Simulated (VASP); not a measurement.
A run of VASP 6.6.1:

The input INCAR:

```
SYSTEM = Au
ALGO = Normal
EDIFF = 1E-6
EDIFFG = -0.005
ENCUT = 600
GGA = PS
IBRION = 2
ISIF = 3
ISMEAR = -1
LASPH = .True.
LCHARG = .False.
LREAL = .False.
LWAVE = .False.
NELM = 60
NSW = 60
PREC = Accurate
SIGMA = 0.05
```

KPOINTS

```
k-points
0
Gamma
  15 15 8
  0 0 0
```

File POSCAR:

```
Au
1.0
    2.8935778599      0.0000000000      0.0000000000
   -1.4467889300      2.5059119345      0.0000000000
    0.0000000000      0.0000000000      4.6875961331
Au
2
Direct
    0.3333333333      0.6666666667      0.2500000000
    0.6666666667      0.3333333333      0.7500000000
```

Potentials or basis: VASP PAW PBE potentials, release 64 (Au).

Launch:

```sh
$ cat potpaw_PBE.64/Au/POTCAR > POTCAR
$ mpirun -np 1 vasp_std > vasp.out
```

Hardware: 1 thread of Intel(R) Xeon(R) 6975P-C (Granite Rapids), with other jobs on the host.

Question: How long does it take, and how much memory?

Answer: Run time: 110 s on 1 thread of Intel(R) Xeon(R) 6975P-C (Granite Rapids) (shared host), peak memory 0.22 GiB. Counts: scf iterations 37, k points 135, ion steps 6.
